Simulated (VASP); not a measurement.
# Ta5Si (P4/mmm) in VASP: relaxation of shape and atoms at fixed volume with PBE

Aim: the relaxation of shape and atoms at fixed volume of Ta5Si with PBE.

All numbers are computed with VASP 6.6.1; they aren't measurements. Logs are shortened: lines on timing, memory, paths and dates and some standing lists are left out, and cuts for length are marked.

## 1. The cell of the first run

The structure is tetragonal, space group P4/mmm (No. 123). Conventional cell: a = 3.261 Å, b = 3.261 Å, c = 8.920 Å, α = 90.00°, β = 90.00°, γ = 90.00°. Within 3.5 Å of Ta (site symmetry 4mm) lie 4 Si at 2.67 Å and 10 Ta at 2.68 to 3.26 Å. Ta (site symmetry 4mm) has 13 Ta at 2.76 to 3.26 Å and 1 Si at 2.86 Å within 3.6 Å. Ta (site symmetry 4/mmm) has 14 Ta at 2.81 to 3.26 Å within 3.7 Å. Si (site symmetry 4/mmm) has 10 Ta at 2.67 to 2.86 Å and 4 Si at 3.26 Å within 3.5 Å.

## 2. Relaxation of shape and atoms at fixed volume, PBE (volume scaled by 0.91)

Contents of INCAR:

```
SYSTEM = Ta5Si
PREC = Accurate ; ENCUT = 600
EDIFF = 1E-7 ; ISMEAR = 0
SIGMA = 0.1 ; LREAL = .False.
LASPH = .True. ; NELM = 60
ALGO = Fast ; ISIF = 4
LWAVE = .False. ; LCHARG = .False.
GGA = PE ; IBRION = 2
NSW = 50 ; EDIFFG = -0.01
```

Contents of KPOINTS:

```
regular mesh
0
Gamma
  10 10 4
  0 0 0
```

Contents of POSCAR:

```
Ta5Si
1.0
    3.2614563937      0.0000000000      0.0000000000
    0.0000000000      3.2614563937      0.0000000000
    0.0000000000      0.0000000000      8.9202876788
Ta Si
5 1
Direct
    0.5000000000      0.5000000000      0.1502007463
    0.0000000000      0.0000000000      0.3208362533
    0.5000000000      0.5000000000      0.8497992537
    0.0000000000      0.0000000000      0.6791637467
    0.5000000000      0.5000000000      0.5000000000
    0.0000000000      0.0000000000      0.0000000000
```

Potentials or basis: VASP PAW PBE potentials, release 64 (Ta_pv, Si).

On the command line:

```console
$ cat potpaw_PBE.64/Ta_pv/POTCAR potpaw_PBE.64/Si/POTCAR > POTCAR
$ mpirun -np 1 vasp_std > vasp.out
```

OUTCAR:

```text
SYSTEM = Ta5Si
   PREC = Accurate
   ENCUT = 600
   EDIFF = 1E-7
   ISMEAR = 0
   LREAL = .False.
   LASPH = .True.
   NELM = 60
   ISIF = 4
   GGA = PE
   IBRION = 2
   NSW = 50
   EDIFFG = -0.01

 ion  position               nearest neighbor table
   1  0.500  0.500  0.150-   6 2.67   6 2.67   6 2.67   6 2.67   3 2.68   2 2.76   2 2.76   2 2.76
                             2 2.76   5 3.12
   2  0.000  0.000  0.321-   1 2.76   1 2.76   1 2.76   1 2.76   5 2.81   5 2.81   5 2.81   5 2.81
                             6 2.86   4 3.20
   3  0.500  0.500  0.850-   6 2.67   6 2.67   6 2.67   6 2.67   1 2.68   4 2.76   4 2.76   4 2.76
                             4 2.76   5 3.12
   4  0.000  0.000  0.679-   3 2.76   3 2.76   3 2.76   3 2.76   5 2.81   5 2.81   5 2.81   5 2.81
                             6 2.86   2 3.20
   5  0.500  0.500  0.500-   2 2.81   4 2.81   2 2.81   4 2.81   2 2.81   4 2.81   2 2.81   4 2.81
                             3 3.12   1 3.12
   6  0.000  0.000  0.000-   1 2.67   3 2.67   1 2.67   3 2.67   1 2.67   3 2.67   1 2.67   3 2.67
                             2 2.86   4 2.86

  LATTYP: Found a simple tetragonal cell.
 ALAT       =     3.2614563937
 C/A-ratio  =     2.7350626843

  Lattice vectors:

 A1 = (   3.2614563937,   0.0000000000,   0.0000000000)
 A2 = (   0.0000000000,   3.2614563937,   0.0000000000)
 A3 = (   0.0000000000,   0.0000000000,   8.9202876788)

Analysis of symmetry for initial positions (statically):
=====================================================================
 Subroutine PRICEL returns:
 Original cell was already a primitive cell.

 Routine SETGRP: Setting up the symmetry group for a
 simple tetragonal supercell.

 Subroutine GETGRP returns: Found 16 space group operations
 (whereof 16 operations were pure point group operations)
 out of a pool of 16 trial point group operations.

The static configuration has the point symmetry D_4h.

Analysis of symmetry for dynamics (positions and initial velocities):
=====================================================================
 Subroutine PRICEL returns:
 Original cell was already a primitive cell.

 Routine SETGRP: Setting up the symmetry group for a
 simple tetragonal supercell.

 Subroutine GETGRP returns: Found 16 space group operations
 (whereof 16 operations were pure point group operations)
 out of a pool of 16 trial point group operations.

The dynamic configuration has the point symmetry D_4h.

 Subroutine INISYM returns: Found 16 space group operations
 (whereof 16 operations are pure point group operations),
 and found     1 'primitive' translations

----------------------------------------------------------------------------------------

                                     Primitive cell

  volume of cell :      94.8860

  direct lattice vectors                    reciprocal lattice vectors
     3.261456394  0.000000000  0.000000000     0.306611489  0.000000000  0.000000000
     0.000000000  3.261456394  0.000000000     0.000000000  0.306611489  0.000000000
     0.000000000  0.000000000  8.920287679     0.000000000  0.000000000  0.112104008

  length of vectors
     3.261456394  3.261456394  8.920287679     0.306611489  0.306611489  0.112104008

  position of ions in fractional coordinates (direct lattice)
     0.500000000  0.500000000  0.150200746
     0.000000000  0.000000000  0.320836253
     0.500000000  0.500000000  0.849799254
     0.000000000  0.000000000  0.679163747
     0.500000000  0.500000000  0.500000000
     0.000000000  0.000000000  0.000000000

  ion indices of the primitive-cell ions
   primitive index   ion index
                 1           1
                 2           2
                 3           3
[... 81 lines left out ...]
   ISIF   =      4    stress and relaxation
   ISYM   =      2    0-nonsym 1-usesym 2-fastsym
   POTIM  = 0.5000    time-step for ionic-motion
   TEBEG  =    0.0;   TEEND  =   0.0 temperature during run
   PSTRESS=    0.0 pullay stress
   NELECT =      59.0000    total number of electrons
   NUPDOWN=      -1.0000    fix difference up-down
   EMIN   =  10.00;   EMAX   =-10.00  energy-range for DOS
   EFERMI =   0.00;   METHOD = LEGACY
   ISMEAR =     0;   SIGMA  =   0.10  broadening in eV -4-tet -1-fermi 0-gaus
   EFERMI_NEDOS =   21; number of points for ismear=-14 and -15
   IALGO  =     68    algorithm
   IMIX   =      4    mixing-type and parameters
     AMIX     =   0.40;   BMIX     =  1.00
     AMIX_MAG =   1.60;   BMIX_MAG =  1.00
  volume/ion in A,a.u.               =      15.81       106.72
  Fermi-wavevector in a.u.,A,eV,Ry     =   1.397306  2.640525 26.564883  1.952464
  Thomas-Fermi vector in A             =   2.520575
   LORBIT       =      0    0 simple, 1 ext, 2 COOP (PROOUT), +10 PAW based schemes
   GGA     = PE    functional components
   LHFCALC =     F    Hartree Fock is set to
   AEXX    =    0.0000 exact exchange contribution
   IVDW    =     0    specifies the selected vdW correction
   LEPSILON=     F    determine dielectric tensor
   LRPA    =     F    only Hartree local field effects (RPA)
 conjugate gradient relaxation of ions
 non-spin polarized calculation
 RMM-DIIS sequential band-by-band and
 Gauss-broadening in eV      SIGMA  =   0.10
  energy-cutoff  :      600.00
  volume of cell :       94.89
 maximum number of plane-waves:      3212
 NGX is ok and might be reduce to    28
   NGX = 13   NGY = 13   NGZ = 35

--------------------------------------- Ionic step        1  -------------------------------------------

 number of electron      59.0000007 magnetization

 Free energy of the ion-electron system (eV)
  ---------------------------------------------------
  ext. energy  EPLUGINS =         0.00000000
  ---------------------------------------------------
  free energy    TOTEN  =       -65.08266207 eV

  energy without entropy =      -65.06135973  energy(sigma->0) =      -65.07201090

------------------------ aborting loop because EDIFF is reached ----------------------------------------

  FORCE on cell =-STRESS in cart. coord.  units (eV):
  Direction    XX          YY          ZZ          XY          YZ          ZX
  --------------------------------------------------------------------------------------
  -------------------------------------------------------------------------------------
  Total       13.2336935     13.2336935     13.4089352      0.0000000      0.0000000      0.0000000
  in kB      223.4547754    223.4547754    226.4137833      0.0000000      0.0000000      0.0000000
  external PRESSURE =     224.4411113 kB  Pullay stress =       0.0000000 kB

 VOLUME and BASIS-vectors are now :
 -----------------------------------------------------------------------------
  energy-cutoff  :      600.00
  volume of cell :       94.89
      direct lattice vectors                 reciprocal lattice vectors
     3.261456394  0.000000000  0.000000000     0.306611489  0.000000000  0.000000000
     0.000000000  3.261456394  0.000000000     0.000000000  0.306611489  0.000000000
     0.000000000  0.000000000  8.920287679     0.000000000  0.000000000  0.112104008

 POSITION                                       TOTAL-FORCE (eV/Angst)
 -----------------------------------------------------------------------------------
      1.63073      1.63073      1.33983         0.000000     -0.000000     -0.031943
      0.00000      0.00000      2.86195         0.000000      0.000000      0.047958
      1.63073      1.63073      7.58045         0.000000      0.000000      0.031943
      0.00000      0.00000      6.05834         0.000000      0.000000     -0.047958
      1.63073      1.63073      4.46014         0.000000      0.000000      0.000000
      0.00000      0.00000      0.00000         0.000000      0.000000      0.000000
 -----------------------------------------------------------------------------------
    total drift:                                0.000000      0.000000      0.000000

  FREE ENERGIE OF THE ION-ELECTRON SYSTEM (eV)
  ---------------------------------------------------
  free  energy   TOTEN  =       -65.0826620692 eV

  energy  without entropy=      -65.0613597300  energy(sigma->0) =      -65.07201090

--------------------------------------- Ionic step        2  -------------------------------------------

 number of electron      59.0000008 magnetization

 Free energy of the ion-electron system (eV)
  ---------------------------------------------------
  ext. energy  EPLUGINS =         0.00000000
  ---------------------------------------------------
  free energy    TOTEN  =       -65.08291772 eV

  energy without entropy =      -65.06146169  energy(sigma->0) =      -65.07218970

 E-fermi :   7.2454     XC(G=0): -12.9068

 val. band max:        7.2409051513   @ k =   0.1000   0.0000   0.2500
 cond. band min:       7.2483696004   @ k =   0.2000   0.0000   0.5000
 fundamental gap:      0.0074644491
 Fermi energy:         7.2453847030

 k-point     1 :       0.0000    0.0000    0.0000
  band No.  band energies     occupation
      1     -27.2384      2.00000
      2     -26.8931      2.00000
      3     -26.8931      2.00000
      4     -26.7794      2.00000
      5     -26.7794      2.00000
      6     -26.6933      2.00000
[... 901 lines left out ...]
     34       9.3237      0.00000
     35       9.6134      0.00000

 [... further k-points ...]
[... 5 lines left out ...]
  --------------------------------------------------------------------------------------
  -------------------------------------------------------------------------------------
  Total       13.2698997     13.2698997     13.2918607      0.0000000      0.0000000      0.0000000
  in kB      224.0661284    224.0661284    224.4369453      0.0000000      0.0000000      0.0000000
  external PRESSURE =     224.1897340 kB  Pullay stress =       0.0000000 kB

 VOLUME and BASIS-vectors are now :
 -----------------------------------------------------------------------------
  energy-cutoff  :      600.00
  volume of cell :       94.89
      direct lattice vectors                 reciprocal lattice vectors
     3.259925292  0.000000000  0.000000000     0.306755496  0.000000000  0.000000000
     0.000000000  3.259925292  0.000000000     0.000000000  0.306755496  0.000000000
    -0.000000000  0.000000000  8.928668897    -0.000000000  0.000000000  0.111998777

 POSITION                                       TOTAL-FORCE (eV/Angst)
 -----------------------------------------------------------------------------------
      1.62996      1.62996      1.33955         0.000000      0.000000     -0.002964
     -0.00000      0.00000      2.86696         0.000000     -0.000000     -0.001284
      1.62996      1.62996      7.58912        -0.000000     -0.000000      0.002964
     -0.00000      0.00000      6.06171        -0.000000      0.000000      0.001284
      1.62996      1.62996      4.46433        -0.000000      0.000000      0.000000
      0.00000      0.00000      0.00000         0.000000      0.000000      0.000000
 -----------------------------------------------------------------------------------
    total drift:                                0.000000      0.000000      0.000000

  FREE ENERGIE OF THE ION-ELECTRON SYSTEM (eV)
  ---------------------------------------------------
  free  energy   TOTEN  =       -65.0829177169 eV

  energy  without entropy=      -65.0614616915  energy(sigma->0) =      -65.07218970

 reached required accuracy - stopping structural energy minimisation
```

Wall time 14 min (1 thread of Oxide Virtual Turin-like, shared host); peak memory 0.34 GiB.

What came out:

* Free energy: -65.0829 eV
* Energy gained by relaxing: 0.0 meV/atom
* Ionic steps: 2
* Pressure after relaxing: 22.4 GPa

Forces on the atoms (eV/Å):
```
Ta   0.000  0.000 -0.003
Ta   0.000  0.000 -0.001
Ta   0.000  0.000  0.003
Ta   0.000  0.000  0.001
Ta   0.000  0.000  0.000
Si   0.000  0.000  0.000
```

Step by step:
```csv
step,energy change (eV),largest force (eV/Å),pressure (GPa),volume (Å³)
1,0.0000,0.0480,22.44,94.89
2,-0.0003,0.0030,22.42,94.89
```

Final structure:
```
CELL_PARAMETERS angstrom
3.25993 0.00000 0.00000
0.00000 3.25993 0.00000
0.00000 0.00000 8.92867
ATOMIC_POSITIONS crystal
Ta 0.50000 0.50000 0.15003
Ta 0.00000 0.00000 0.32110
Ta 0.50000 0.50000 0.84997
Ta 0.00000 0.00000 0.67890
Ta 0.50000 0.50000 0.50000
Si 0.00000 0.00000 0.00000
```

Levels at points of the mesh, in eV from the Fermi level:
| k point | band 27 | band 28 | band 29 | band 30 | band 31 | band 32 | band 33 | band 34 |
| --- | --- | --- | --- | --- | --- | --- | --- | --- |
| (0.00, 0.00, 0.00) | 0.34 | 0.57 | 0.57 | 0.98 | 0.98 | 1.20 | 1.24 | 1.71 |
| (0.50, 0.00, 0.00) | -0.88 | -0.73 | -0.57 | -0.28 | 0.47 | 1.02 | 1.68 | 2.58 |
| (0.50, 0.50, 0.00) | -0.89 | -0.89 | -0.10 | 0.76 | 0.76 | 2.85 | 2.85 | 2.97 |
| (0.00, 0.00, 0.50) | 0.02 | 0.51 | 0.55 | 0.55 | 0.80 | 0.80 | 0.87 | 2.61 |
| (0.50, 0.00, 0.50) | -1.04 | -0.32 | 0.01 | 0.20 | 0.47 | 0.70 | 1.20 | 2.06 |
| (0.50, 0.50, 0.50) | -0.73 | -0.73 | 0.44 | 0.44 | 0.61 | 2.33 | 3.09 | 3.09 |

Caveat: the cell differs from its parent crystal (volume scaled by 0.91); spin-orbit coupling is left out, which moves the levels of the heavy elements.
